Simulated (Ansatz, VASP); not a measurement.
**Two plane-wave programs on TeAs2**

```
CELL_PARAMETERS angstrom
1.92137 1.10930 5.64257
-1.92137 1.10930 5.64257
0.00000 -2.21860 5.64257
ATOMIC_POSITIONS crystal
Te 0.00000 0.00000 0.00000
As 0.78576 0.78576 0.78576
As 0.21424 0.21424 0.21424
```

Alike in both runs: functional r2SCAN; k mesh 12 × 12 × 12; occupations gaussian, width 0.1 eV; no spin polarisation.

Ansatz relaxed the structure, and its values are those at the end. VASP's run is a single point on that final structure, the one shown.

|  | VASP | Ansatz |
| --- | --- | --- |
| version | VASP 6.6.1 | Ansatz 0.2.0 |
| potentials or method | VASP PAW PBE potentials, release 64 (Te, As), cutoff 520 eV | scalar-relativistic, plane waves, PAW |
| valence electrons in the cell | 16 | 46 |

```tsv
	VASP	Ansatz	Ansatz less VASP
gap on the k mesh at the Fermi level (eV)	none	none	-
pressure (GPa)	-0.1	0.0	+0.06
```

VASP's potentials were made for PBE, not for r2SCAN. A gap of «none» marks a metal or a gap that the smearing closes. VASP's potentials hold 16 valence electrons a cell and Ansatz's 46, so a difference there can come from the potentials and not from the codes.

Spin-orbit coupling is off throughout.
